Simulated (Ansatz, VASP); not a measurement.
# Ni in VASP and in Ansatz

File INCAR:

```
  PREC = Accurate
  ENCUT = 520
  EDIFF = 1E-6
  ISMEAR = 0
  SIGMA = 0.024
  LREAL = F
  LASPH = T
  NELM = 150
  ALGO = Normal
  ISIF = 2
  LWAVE = F
  LCHARG = T
  ISPIN = 2
  MAGMOM = 1 1
  LORBIT = 11
  LMAXMIX = 4
  GGA = PE
  LELF = T
  LVHAR = T
  NBANDS = 21
```

The input KPOINTS:

```
regular mesh
0
Gamma
  12 12 7
```

The input POSCAR:

```
Ni
1.0
    2.4480228978      0.0000000000      0.0000000000
   -1.2240114489      2.1200500186      0.0000000000
    0.0000000000      0.0000000000      4.0728075700
Ni
2
Direct
    0.6666666667      0.3333333333      0.7500000000
    0.3333333333      0.6666666667      0.2500000000
```

The input input.yaml:

```yaml
crystal:
  lattice:
    - [2.4480228978, 0.0, 0.0]
    - [-1.2240114489, 2.1200500186, 0.0]
    - [0.0, 0.0, 4.07280757]
  atoms:
    - { symbol: Ni, position: [0.6666666667, 0.3333333333, 0.75], spin: 1.0 }
    - { symbol: Ni, position: [0.3333333333, 0.6666666667, 0.25], spin: 1.0 }
hamiltonian:
  xc: pbe
  pseudopotentials: { kind: paw }
magnetization:
  spin_polarized: true
kpoints:
  mp_grid: { grid: [12, 12, 7] }
scf:
  occupations: { method: gaussian, width: 0.024 }
output:
  forces: true
  stress: true
  eigenvalues: true
  write_density: true
  write_potential: true
  elf: true
  volumetric_format: npy
```

Alike in both runs: task single point; functional PBE; k mesh 12 × 12 × 7; occupations gaussian, width 0.024 eV; collinear spin.

|  | VASP | Ansatz |
| --- | --- | --- |
| version | VASP 6.6.1 | Ansatz 0.2.0 |
| potentials or method | VASP PAW PBE potentials, release 64 (Ni) | Ansatz PAW |
| plane-wave cutoff (eV) | 520 | 420 |
| valence electrons in the cell | 20 | 36 |

|  | VASP | Ansatz | Ansatz less VASP |
| --- | --- | --- | --- |
| gap on the k mesh at the Fermi level (eV) | none | none | - |
| pressure (GPa) | 6.9 | 7.3 | +0.41 |
| traceless stress, the component that is largest in VASP (GPa) | -2.33 | -2.50 | -0.176 |
| net moment per atom (μB) | 0.63 | 0.67 | +0.035 |
| size of the moment on the site where the two differ most (μB) | 0.64 | 0.71 | +0.064 |

Site moments also hang on the region over which each program counts them. A gap of «none» marks a metal or a gap that the smearing closes. VASP's potentials hold 20 valence electrons a cell and Ansatz's 36, so a difference there can come from the potentials and not from the codes.
